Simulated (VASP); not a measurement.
Set up this calculation in VASP 6.6.1, as the native input.

```yaml
Task: single point
Functional: PBEsol
Potentials_or_basis: VASP PAW PBE potentials, release 64 (Tl_d)
Cutoff: 520 eV
k_mesh: 18 × 18 × 18
Occupations: gaussian, width 0.15 eV
Spin: no spin polarisation
Dipole_correction: no
Further_INCAR_settings: ALGO = Fast; EDIFF = 1e-07; NBANDS = 12
```

The structure of Tl lies in POSCAR:

```
Tl
1.0
   -1.9410000000      1.9410000000      1.8439500000
    1.9410000000     -1.9410000000      1.8439500000
    1.9410000000      1.9410000000     -1.8439500000
Tl
1
Direct
    0.0000000000      0.0000000000      0.0000000000
```

This cell differs from its parent crystal: strain +0.000 along x and y, -0.050 along z.

The input as run:

INCAR

```
  PREC = Accurate
  ENCUT = 520
  EDIFF = 1E-7
  ISMEAR = 0
  SIGMA = 0.15
  LREAL = F
  LASPH = T
  NELM = 100
  ALGO = Fast
  ISIF = 2
  LWAVE = F
  LCHARG = F
  GGA = PS
  NBANDS = 12
```

KPOINTS

```
regular mesh
0
Gamma
  18 18 18
```

Potentials or basis: VASP PAW PBE potentials, release 64 (Tl_d).

Command:

```console
$ cat potpaw_PBE.64/Tl_d/POTCAR > POTCAR
$ mpirun -np 1 vasp_std > vasp.out
```

It gave:

```yaml
Pressure: 1.0 GPa
Band_gap_on_the_k_mesh: zero (an odd number of electrons rules out a gap without spin polarisation)
```

Caveat: the cell differs from its parent crystal (strain +0.000 along x and y, -0.050 along z); the PAW data sets were made with another functional, which shifts forces and pressure a little; spin-orbit coupling is left out, which moves the levels of the heavy elements.

Wall time 3.7 min on 1 thread of Intel Xeon 8259CL, with other jobs on the host, peak memory 0.28 GiB.
